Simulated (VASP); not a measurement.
Runs of VASP 6.6.1 on Si3N4. The structure is that of space group Fd-3m (No. 227), or close to it. The cells are those of the table. 

```csv
cell,k mesh,smearing,gap on the mesh (eV),pressure (GPa),largest force (eV/Å)
"a = 5.238 Å, angles 60.0°, 14 atoms",6 × 6 × 6,gaussian 0.02 eV,4.59,53.5,0.03
"a = 5.297 Å, angles 60.0°, 14 atoms",6 × 6 × 6,gaussian 0.02 eV,4.44,(b),0.03
"a = 5.355 Å, angles 60.0°, 14 atoms",6 × 6 × 6,gaussian 0.02 eV,4.30,22.7,0.02
"a = 5.507 Å, angles 60.0°, 14 atoms",4 × 4 × 4,gaussian 0.1 eV,(a),-6.7,0.06
"a = 5.520 Å, angles 60.0°, 14 atoms",6 × 6 × 6,gaussian 0.02 eV,(c),-8.8,0.02
"a = 5.411 Å, angles 60.0°, 14 atoms",6 × 6 × 6,gaussian 0.02 eV,4.16,10.6,0.02
"a = 5.466 Å, angles 60.0°, 14 atoms",6 × 6 × 6,gaussian 0.02 eV,4.03,0.1,0.02
```

Alike in all rows: task single point; level r2SCAN; potentials or basis VASP PAW PBE potentials, release 64 (Si, N); no spin polarisation; cutoff (eV) 520.

**Question.** Fill in the values left out.

**Answer.** (a) 3.96; (b) 36.9; (c) 3.90.

Caveats: the PAW data sets were made with another functional, which shifts forces and pressure a little.

A k mesh can miss the band edges.
